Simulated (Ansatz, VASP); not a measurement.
This is a calculation of GaN for Ansatz 0.2.0.

The input input.yaml:

```yaml
crystal:
  lattice:
    - [0.0, 2.2383759866, 2.2383759866]
    - [2.2383759866, 0.0, 2.2383759866]
    - [2.2383759866, 2.2383759866, 0.0]
  atoms:
    - { symbol: Ga, position: [0.0, 0.0, 0.0] }
    - { symbol: "N", position: [0.25, 0.25, 0.25] }
hamiltonian:
  xc: r2scan
  pseudopotentials: { kind: paw }
  dispersion: d4
kpoints:
  mp_grid: { grid: [10, 10, 10] }
scf:
  occupations: { method: fermi_dirac, width: 0.05 }
output:
  forces: true
  stress: true
  eigenvalues: true
```

Potentials or basis: Ansatz PAW.

Run with:

```bash
$ ansatz run input.yaml --threads 2 --pin off --max-ram 5120MiB --backend cpu --events-out ev --progress --plain --runs-dir out
```

Question: Translate it to VASP 6.6.1. Potentials there: VASP PAW PBE potentials, release 64 (Ga_d, N).

Answer: As run (the cutoff follows the program's own potentials):

File POSCAR:

```
GaN
1.0
    0.0000000000      2.2383759866      2.2383759866
    2.2383759866      0.0000000000      2.2383759866
    2.2383759866      2.2383759866      0.0000000000
Ga N
1 1
Direct
    0.0000000000      0.0000000000      0.0000000000
    0.2500000000      0.2500000000      0.2500000000
```

Contents of INCAR.step1:

```
SYSTEM = GaN
PREC = Accurate
ENCUT = 520
ISMEAR = -1
SIGMA = 0.05
LREAL = .FALSE.
LASPH = .TRUE.
NELM = 80
NBANDS = 16
GGA = PE
ALGO = Normal
EDIFF = 1E-4
LWAVE = .TRUE.
LCHARG = .FALSE.
```

Contents of INCAR.step2:

```
SYSTEM = GaN
PREC = Accurate
ENCUT = 520
EDIFF = 1E-7
ISMEAR = -1
SIGMA = 0.05
LREAL = .FALSE.
LASPH = .TRUE.
NELM = 80
ALGO = Normal
ISIF = 2
LWAVE = .FALSE.
LCHARG = .TRUE.
METAGGA = R2SCAN
LMIXTAU = .TRUE.
IVDW = 13
VDW_S6 = 1.0
VDW_S8 = 0.6018749
VDW_A1 = 0.51559235
VDW_A2 = 5.77342911
LELF = .TRUE.
LVHAR = .TRUE.
NBANDS = 16
ISTART = 1
```

Contents of KPOINTS:

```
Automatic mesh
0
G
  10 10 10
  0 0 0
```

Potentials or basis: VASP PAW PBE potentials, release 64 (Ga_d, N).

Run with:

```bash
$ cat potpaw_PBE.64/Ga_d/POTCAR potpaw_PBE.64/N/POTCAR > POTCAR
$ cp INCAR.step1 INCAR
$ mpirun -np 1 vasp_std > vasp.out
$ cp INCAR.step2 INCAR
$ mpirun -np 1 vasp_std > vasp.out
```

Both were run:

|  | VASP | Ansatz | Ansatz less VASP |
| --- | --- | --- | --- |
| gap on the k mesh at the Fermi level (eV) | 2.25 | 2.26 | +0.009 |
| least direct gap on the mesh (eV) | 2.25 | 2.26 | +0.009 |
| pressure (GPa) | 2.0 | 0.8 | -1.14 |

VASP's potentials were made for PBE, not for r2SCAN.
